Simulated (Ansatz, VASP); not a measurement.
**KSi2: VASP beside Ansatz**

```xyz
3
Lattice="1.9633 1.1335 5.9693 -1.9633 1.1335 5.9693 0.0000 -2.2670 5.9693" Properties=species:S:1:pos:R:3 pbc="T T T"
K     0.0000    0.0000    0.0789
Si    0.0000    0.0000   14.5422
Si    0.0000    0.0000    9.2557
```

Alike in both runs: functional PBE; k mesh 6 × 6 × 6; occupations gaussian, width 0.1 eV; no spin polarisation.

Ansatz relaxed the structure, and its values are those at the end. VASP's run is a single point on that final structure, the one shown.

|  | VASP | Ansatz |
| --- | --- | --- |
| version | VASP 6.6.1 | Ansatz 0.2.0 |
| potentials or method | VASP PAW PBE potentials, release 64 (K_sv, Si), cutoff 520 eV | scalar-relativistic, plane waves, PAW |
| valence electrons in the cell | 17 | 17 |

Ansatz gave:

```
gap on the k mesh at the Fermi level (eV) : none
pressure (GPa)                            : 0.1
rms of the force components (eV/Å)        : 0.007
```

**Question.** Which values does VASP return?

**Answer.** gap on the k mesh at the Fermi level (eV): none; pressure (GPa): 0.1; rms of the force components (eV/Å): 0.011.

A gap of «none» marks a metal or a gap that the smearing closes.
